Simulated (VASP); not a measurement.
Write the native input for VASP 6.6.1 that does the following.

```yaml
Task: single point
Functional: PBEsol
Potentials_or_basis: VASP PAW PBE potentials, release 64 (Si)
Cutoff: 520 eV
k_mesh: 9 × 9 × 6
Occupations: gaussian, width 0.01 eV
Spin: no spin polarisation
Dipole_correction: no
Further_INCAR_settings: ALGO = Normal; EDIFF = 1e-06; NBANDS = 16
```

The structure of Si lies in POSCAR:

```
Si
1.0
    3.8246867517      0.0000000000      0.0000000000
   -1.9123433759      3.3122758885      0.0000000000
    0.0000000000      0.0000000000      6.3246568461
Si
4
Direct
    0.3333333333      0.6666666667      0.0000084618
    0.6666666667      0.3333333333      0.5000084618
    0.3333333333      0.6666666667      0.3739915382
    0.6666666667      0.3333333333      0.8739915382
```

One way to write it, as run:

INCAR

```
PREC = Accurate ; ENCUT = 520
EDIFF = 1E-6 ; ISMEAR = 0
SIGMA = 0.01 ; LREAL = F
LASPH = T ; NELM = 100
ALGO = Normal ; ISIF = 2
LWAVE = F ; LCHARG = F
GGA = PS ; NBANDS = 16
```

KPOINTS

```
regular mesh
0
Gamma
  9 9 6
```

Potentials or basis: VASP PAW PBE potentials, release 64 (Si).

The run is started by

```bash
$ cat potpaw_PBE.64/Si/POTCAR > POTCAR
$ mpirun -np 1 vasp_std > vasp.out
```

Results of the run:

| Item | Value |
| --- | --- |
| Pressure | 0.1 GPa |
| Band gap on the k mesh | 0.33 eV, indirect (least direct gap 0.97 eV) |

Caveat: the PAW data sets were made with another functional, which shifts forces and pressure a little.

It took 85 s on 1 thread of AMD EPYC 7R13, with other jobs on the host, peak memory 0.17 GiB.
